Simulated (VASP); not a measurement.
# Hf2H3 (R32) in VASP: relaxation of cell and atoms with PBE

Aim: the relaxation of cell and atoms of Hf2H3 with PBE.

Everything below comes from runs of VASP 6.6.1. Logs are shortened: lines on timing, memory, paths and dates and some standing lists are left out, and cuts for length are marked.

**1. The cell of the first run**

It takes space group R32 (No. 155, trigonal). Conventional cell: a = 5.267 Å, b = 5.267 Å, c = 6.329 Å, α = 90.00°, β = 90.00°, γ = 120.00°. Hf (site symmetry 3) has 6 H at 2.05 to 2.07 Å within 2.7 Å. H (site symmetry 2) has 4 Hf at 2.05 to 2.07 Å and 4 H at 2.21 to 2.38 Å within 2.7 Å.

The cell was generated, and may not be a known phase.

**2. Relaxation of cell and atoms, PBE**

Contents of INCAR:

```
SYSTEM = Hf2H3
  PREC = Accurate
  ENCUT = 600
  EDIFF = 1E-7
  ISMEAR = 0
  SIGMA = 0.1
  LREAL = .False.
  LASPH = .True.
  NELM = 80
  ALGO = Normal
  ISIF = 3
  LWAVE = .False.
  LCHARG = .False.
  GGA = PE
  IBRION = 2
  NSW = 100
  EDIFFG = -0.01
```

Contents of KPOINTS:

```
Automatic mesh
0
Gamma
  12 12 12
  0 0 0
```

Contents of POSCAR:

```
Hf2H3
1.0
    2.6334873108      1.5204446078      2.1096384636
   -2.6334873108      1.5204446078      2.1096384636
    0.0000000000     -3.0408892156      2.1096384636
Hf H
2 3
Direct
    0.2562841419      0.2562841419      0.2562841419
    0.7437158581      0.7437158581      0.7437158581
    0.5000000000      0.2389816955      0.7610183045
    0.7610183045      0.5000000000      0.2389816955
    0.2389816955      0.7610183045      0.5000000000
```

Potentials or basis: VASP PAW PBE potentials, release 64 (Hf_pv, H).

Command:

```sh
$ cat potpaw_PBE.64/Hf_pv/POTCAR potpaw_PBE.64/H/POTCAR > POTCAR
$ mpirun -np 1 vasp_std > vasp.out
```

OUTCAR:

```text
SYSTEM = Hf2H3
   PREC = Accurate
   ENCUT = 600
   EDIFF = 1E-7
   ISMEAR = 0
   LREAL = .False.
   LASPH = .True.
   NELM = 80
   ISIF = 3
   GGA = PE
   IBRION = 2
   NSW = 100
   EDIFFG = -0.01

 ion  position               nearest neighbor table
   1  0.256  0.256  0.256-   4 2.05   5 2.05   3 2.05   5 2.07   3 2.07   4 2.07   2 3.08   2 3.19
                             2 3.19   2 3.19   2 3.24   2 3.25   2 3.25   2 3.25
   2  0.744  0.744  0.744-   3 2.05   5 2.05   4 2.05   5 2.07   3 2.07   4 2.07   1 3.08   1 3.19
                             1 3.19   1 3.19   1 3.24   1 3.25   1 3.25   1 3.25
   3  0.500  0.239  0.761-   2 2.05   1 2.05   2 2.07   1 2.07
   4  0.761  0.500  0.239-   1 2.05   2 2.05   2 2.07   1 2.07
   5  0.239  0.761  0.500-   1 2.05   2 2.05   2 2.07   1 2.07

  LATTYP: Found a trigonal (rhomboedric) cell.
 ALAT       =     3.7010244080
 COS(alpha) =    -0.0126247952

  Lattice vectors:

 A1 = (   2.6334873108,   1.5204446078,   2.1096384636)
 A2 = (  -2.6334873108,   1.5204446078,   2.1096384636)
 A3 = (   0.0000000000,  -3.0408892156,   2.1096384636)

Analysis of symmetry for initial positions (statically):
=====================================================================
 Subroutine PRICEL returns:
 Original cell was already a primitive cell.

 Routine SETGRP: Setting up the symmetry group for a
 trigonal (rhombohedral) supercell.

 Subroutine GETGRP returns: Found  6 space group operations
 (whereof  6 operations were pure point group operations)
 out of a pool of 12 trial point group operations.

The static configuration has the point symmetry D_3 .

Analysis of symmetry for dynamics (positions and initial velocities):
=====================================================================
 Subroutine PRICEL returns:
 Original cell was already a primitive cell.

 Routine SETGRP: Setting up the symmetry group for a
 trigonal (rhombohedral) supercell.

 Subroutine GETGRP returns: Found  6 space group operations
 (whereof  6 operations were pure point group operations)
 out of a pool of 12 trial point group operations.

The dynamic configuration has the point symmetry D_3 .

 Subroutine INISYM returns: Found  6 space group operations
 (whereof  6 operations are pure point group operations),
 and found     1 'primitive' translations

----------------------------------------------------------------------------------------

                                     Primitive cell

  volume of cell :      50.6829

  direct lattice vectors                    reciprocal lattice vectors
     2.633487311  1.520444608  2.109638464     0.189862316  0.109617059  0.158004956
    -2.633487311  1.520444608  2.109638464    -0.189862316  0.109617059  0.158004956
     0.000000000 -3.040889216  2.109638464     0.000000000 -0.219234119  0.158004956

  length of vectors
     3.701024408  3.701024408  3.701024408     0.270239088  0.270239088  0.270239088

  position of ions in fractional coordinates (direct lattice)
     0.256284142  0.256284142  0.256284142
     0.743715858  0.743715858  0.743715858
     0.500000000  0.238981696  0.761018304
     0.761018304  0.500000000  0.238981696
     0.238981696  0.761018304  0.500000000

  ion indices of the primitive-cell ions
   primitive index   ion index
                 1           1
                 2           2
                 3           3
                 4           4
                 5           5

----------------------------------------------------------------------------------------

 KPOINTS: Automatic mesh

Automatic generation of k-mesh.
 Grid dimensions read from file:
 generate k-points for:   12   12   12

 Generating k-lattice:

  Cartesian coordinates                     Fractional coordinates (reciprocal lattice)
     0.015821860  0.009134755  0.013167080     0.083333333 -0.000000000  0.000000000
    -0.015821860  0.009134755  0.013167080    -0.000000000  0.083333333  0.000000000
     0.000000000 -0.018269510  0.013167080     0.000000000  0.000000000  0.083333333

  Length of vectors
     0.022519924  0.022519924  0.022519924

  Shift w.r.t. Gamma in fractional coordinates (k-lattice)
     0.000000000  0.000000000  0.000000000

 Subroutine IBZKPT returns following result:
 ===========================================

 Found    189 irreducible k-points:

 Following reciprocal coordinates:
            Coordinates               Weight
  0.000000  0.000000  0.000000      1.000000
  0.083333 -0.000000  0.000000      6.000000
  0.166667  0.000000  0.000000      6.000000
  0.250000  0.000000  0.000000      6.000000
  0.333333  0.000000  0.000000      6.000000
  0.416667  0.000000  0.000000      6.000000
[... 16 lines left out ...]
  0.500000  0.166667  0.000000     12.000000
 -0.416667  0.166667 -0.000000     12.000000
 [... further k-points ...]
   k-points           NKPTS =    189   k-points in BZ     NKDIM =    189   number of bands    NBANDS=     15
   number of dos      NEDOS =    301   number of ions     NIONS =      5
   total plane-waves  NPLWV =  27000
   dimension x,y,z NGX =    30 NGY =   30 NGZ =   30
   dimension x,y,z NGXF=    60 NGYF=   60 NGZF=   60
   ions per type =               2   3
   NGX,Y,Z   is equivalent  to a cutoff of  13.48, 13.48, 13.48 a.u.
   NGXF,Y,Z  is equivalent  to a cutoff of  26.95, 26.95, 26.95 a.u.
 SYSTEM =  Hf2H3
   PREC   = accura    normal or accurate (medium, high low for compatibility)
   ISTART =      0    job   : 0-new  1-cont  2-samecut
   ICHARG =      2    charge: 1-file 2-atom 10-const
   ISPIN  =      1    spin polarized calculation?
   LNONCOLLINEAR =      F non collinear calculations
   LSORBIT =      F    spin-orbit coupling
   LASPH  =      T    aspherical Exc in radial PAW
   ENCUT  =  600.0 eV  44.10 Ry    6.64 a.u.   7.39  7.39  7.39*2*pi/ulx,y,z
   NELM   =     80;   NELMIN=  2; NELMDL= -5     # of ELM steps
   EDIFF  = 0.1E-06   stopping-criterion for ELM
   LREAL  =      F    real-space projection
   EDIFFG = -.1E-01   stopping-criterion for IOM
   NSW    =    100    number of steps for IOM
   IBRION =      2    ionic relax: 0-MD 1-quasi-New 2-CG
   NFREE  =      1    steps in history (QN), initial steepest desc. (CG)
   ISIF   =      3    stress and relaxation
   ISYM   =      2    0-nonsym 1-usesym 2-fastsym
   POTIM  = 0.5000    time-step for ionic-motion
   TEBEG  =    0.0;   TEEND  =   0.0 temperature during run
   PSTRESS=    0.0 pullay stress
   NELECT =      23.0000    total number of electrons
   NUPDOWN=      -1.0000    fix difference up-down
   EMIN   =  10.00;   EMAX   =-10.00  energy-range for DOS
   EFERMI =   0.00;   METHOD = LEGACY
   ISMEAR =     0;   SIGMA  =   0.10  broadening in eV -4-tet -1-fermi 0-gaus
   EFERMI_NEDOS =   21; number of points for ismear=-14 and -15
   IALGO  =     38    algorithm
   IMIX   =      4    mixing-type and parameters
     AMIX     =   0.40;   BMIX     =  1.00
     AMIX_MAG =   1.60;   BMIX_MAG =  1.00
  volume/ion in A,a.u.               =      10.14        68.40
  Fermi-wavevector in a.u.,A,eV,Ry     =   1.258048  2.377365 21.533720  1.582684
  Thomas-Fermi vector in A             =   2.391676
   LORBIT       =      0    0 simple, 1 ext, 2 COOP (PROOUT), +10 PAW based schemes
   GGA     = PE    functional components
   LHFCALC =     F    Hartree Fock is set to
   AEXX    =    0.0000 exact exchange contribution
   IVDW    =     0    specifies the selected vdW correction
   LEPSILON=     F    determine dielectric tensor
   LRPA    =     F    only Hartree local field effects (RPA)
 conjugate gradient relaxation of ions
 non-spin polarized calculation
 Gauss-broadening in eV      SIGMA  =   0.10
  energy-cutoff  :      600.00
  volume of cell :       50.68
 maximum number of plane-waves:      1731
 NGX is ok and might be reduce to    30
   NGX = 15   NGY = 15   NGZ = 15

--------------------------------------- Ionic step        1  -------------------------------------------

 number of electron      23.0000000 magnetization

 Free energy of the ion-electron system (eV)
  ---------------------------------------------------
  ext. energy  EPLUGINS =         0.00000000
  ---------------------------------------------------
  free energy    TOTEN  =       -31.59924902 eV

  energy without entropy =      -31.58991647  energy(sigma->0) =      -31.59458275

------------------------ aborting loop because EDIFF is reached ----------------------------------------

  FORCE on cell =-STRESS in cart. coord.  units (eV):
  Direction    XX          YY          ZZ          XY          YZ          ZX
  --------------------------------------------------------------------------------------
  -------------------------------------------------------------------------------------
  Total       -0.1511724     -0.1511724     -0.2437976      0.0000000      0.0000000      0.0000000
  in kB       -4.7788340     -4.7788340     -7.7068837      0.0000000      0.0000000      0.0000000
  external PRESSURE =      -5.7548506 kB  Pullay stress =       0.0000000 kB
[... 219 lines left out ...]
  energy  without entropy=      -31.5908785786  energy(sigma->0) =      -31.59544059

--------------------------------------- Ionic step        7  -------------------------------------------

 number of electron      23.0000000 magnetization

 Free energy of the ion-electron system (eV)
  ---------------------------------------------------
  ext. energy  EPLUGINS =         0.00000000
  ---------------------------------------------------
  free energy    TOTEN  =       -31.60004386 eV

  energy without entropy =      -31.59093600  energy(sigma->0) =      -31.59548993

 E-fermi :   4.8124     XC(G=0): -11.4160

 val. band max:        4.8071451187   @ k =  -0.2500   0.1667  -0.0000
 cond. band min:       4.8174036779   @ k =  -0.2500  -0.3333   0.0833
 fundamental gap:      0.0102585592
 Fermi energy:         4.8123946033

 k-point     1 :       0.0000    0.0000    0.0000
  band No.  band energies     occupation
      1     -25.9365      2.00000
      2     -25.8684      2.00000
      3     -25.8684      2.00000
      4     -25.4699      2.00000
      5     -25.4699      2.00000
      6     -25.4488      2.00000
      7      -5.4665      2.00000
      8      -1.1731      2.00000
      9      -1.1731      2.00000
     10       5.4391      0.00000
     11       5.6768      0.00000
     12       5.6768      0.00000
     13       6.8068      0.00000
     14       6.8068      0.00000
     15       8.6894      0.00000
[... 397 lines left out ...]
 k-point    24 :      -0.4167    0.1667   -0.0000
  band No.  band energies     occupation
      1     -25.9716      2.00000
      2     -25.8546      2.00000
      3     -25.7184      2.00000
      4     -25.6386      2.00000
      5     -25.5979      2.00000
      6     -25.5270      2.00000
      7      -3.2598      2.00000
      8      -1.6969      2.00000
      9      -0.2237      2.00000
     10       3.2342      2.00000
     11       4.7123      1.84321
     12       5.0318      0.00191
     13       5.5745      0.00000
     14       6.3254      0.00000
     15       8.0431      0.00000

 [... further k-points ...]

------------------------ aborting loop because EDIFF is reached ----------------------------------------

  FORCE on cell =-STRESS in cart. coord.  units (eV):
  Direction    XX          YY          ZZ          XY          YZ          ZX
  --------------------------------------------------------------------------------------
  -------------------------------------------------------------------------------------
  Total       -0.0076196     -0.0076196     -0.0030620      0.0000000      0.0000000     -0.0000000
  in kB       -0.2417041     -0.2417041     -0.0971292      0.0000000      0.0000000     -0.0000000
  external PRESSURE =      -0.1935125 kB  Pullay stress =       0.0000000 kB
[... 20 lines left out ...]
  FREE ENERGIE OF THE ION-ELECTRON SYSTEM (eV)
  ---------------------------------------------------
  free  energy   TOTEN  =       -31.6000438632 eV

  energy  without entropy=      -31.5909360015  energy(sigma->0) =      -31.59548993

 reached required accuracy - stopping structural energy minimisation
```

It took 5.3 min on 1 thread of AMD EPYC 9R45 (Zen 5), shared host; peak memory 0.28 GiB.

Results:

| Item | Value |
| --- | --- |
| Free energy | -31.6000 eV |
| Relaxed volume | 10.10 Å³/atom |
| Relaxed cell | a = 3.697 Å, b = 3.697 Å, c = 3.697 Å, α = 90.81°, β = 90.81°, γ = 90.81° |
| Space group after relaxing (to 0.1 Å) | R32 (No. 155) |
| Energy gained by relaxing | 0.2 meV/atom |
| Ionic steps | 7 |
| Pressure after relaxing | 0.0 GPa |
| Largest force after relaxing | 0.006 eV/Å |
| Band gap on the k mesh | zero (an odd number of electrons rules out a gap without spin polarisation) |

Forces in eV/Å, atoms in the order of the input:
```
Hf   0.000  0.000 -0.005
Hf   0.000  0.000  0.005
H    0.003 -0.005  0.000
H    0.003  0.005  0.000
H   -0.006  0.000  0.000
```

Step by step:
```csv
step,energy change (eV),largest force (eV/Å),pressure (GPa),volume (Å³)
1,0.0000,0.0686,-0.58,50.68
2,-0.0006,0.0160,0.20,50.42
3,-0.0006,0.0155,0.09,50.45
4,-0.0007,0.0143,0.04,50.48
5,-0.0007,0.0219,-0.08,50.53
6,-0.0008,0.0137,-0.03,50.51
7,-0.0008,0.0063,-0.02,50.51
```

Final structure:
```xyz
5
Lattice="2.6324 1.5198 2.1041 -2.6324 1.5198 2.1041 0.0000 -3.0396 2.1041" Properties=species:S:1:pos:R:3 pbc="T T T"
Hf    0.0000    0.0000    1.6229
Hf    0.0000    0.0000    4.6895
H     0.6888   -1.1930    3.1562
H     0.6888    1.1930    3.1562
H    -1.3776    0.0000    3.1562
```

Caveat: spin-orbit coupling is left out, which moves the levels of the heavy elements.
